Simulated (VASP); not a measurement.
Write the native input for VASP 6.6.1 that does the following.

* Task: single point
* Functional: PBEsol
* Potentials or basis: VASP PAW PBE potentials, release 64 (Ga_d, Sb)
* Cutoff: 520 eV
* k mesh: 8 × 8 × 3
* Occupations: gaussian, width 0.1 eV
* Spin: no spin polarisation
* Dipole correction: yes
* Further INCAR settings: ALGO = Normal; EDIFF = 1e-07; NBANDS = 42

The structure of Ga4Sb3 lies in POSCAR:

```
Ga4Sb3
1.0
    4.3212908981      0.0000000000      0.0000000000
    0.0000000000      4.3212908981      0.0000000000
    0.0000000000      0.0000000000     24.1668422925
Ga Sb
4 3
Direct
    0.5000000000      0.5000000000      0.3103425722
    0.0000000000      0.0000000000      0.4367808574
    0.5000000000      0.5000000000      0.5632191426
    0.0000000000      0.0000000000      0.6896574278
    0.5000000000      0.0000000000      0.3735617148
    0.0000000000      0.5000000000      0.5000000000
    0.5000000000      0.0000000000      0.6264382852
```

The input as run:

INCAR

```
SYSTEM = Ga4Sb3
PREC = Accurate
ENCUT = 520
EDIFF = 1E-7
ISMEAR = 0
SIGMA = 0.1
LREAL = .FALSE.
LASPH = .TRUE.
NELM = 60
ALGO = Normal
ISIF = 2
LWAVE = .FALSE.
LCHARG = .TRUE.
LDIPOL = .TRUE.
IDIPOL = 3
DIPOL = 0.5 0.5 0.500
GGA = PS
LELF = .TRUE.
LVHAR = .TRUE.
LVACPOTAV = .TRUE.
NBANDS = 42
```

KPOINTS

```
Automatic mesh
0
G
  8 8 3
  0 0 0
```

Potentials or basis: VASP PAW PBE potentials, release 64 (Ga_d, Sb).

Run with:

```console
$ cat potpaw_PBE.64/Ga_d/POTCAR potpaw_PBE.64/Sb/POTCAR > POTCAR
$ mpirun -np 1 vasp_std > vasp.out
```

Results of the run:

```json
{"Largest force": "0.673 eV/Å"}
```

Caveat: the PAW data sets were made with another functional, which shifts forces and pressure a little.

It took 7.9 min on 1 thread of Intel(R) Xeon(R) 6975P-C (Granite Rapids) (shared host), peak memory 0.73 GiB.
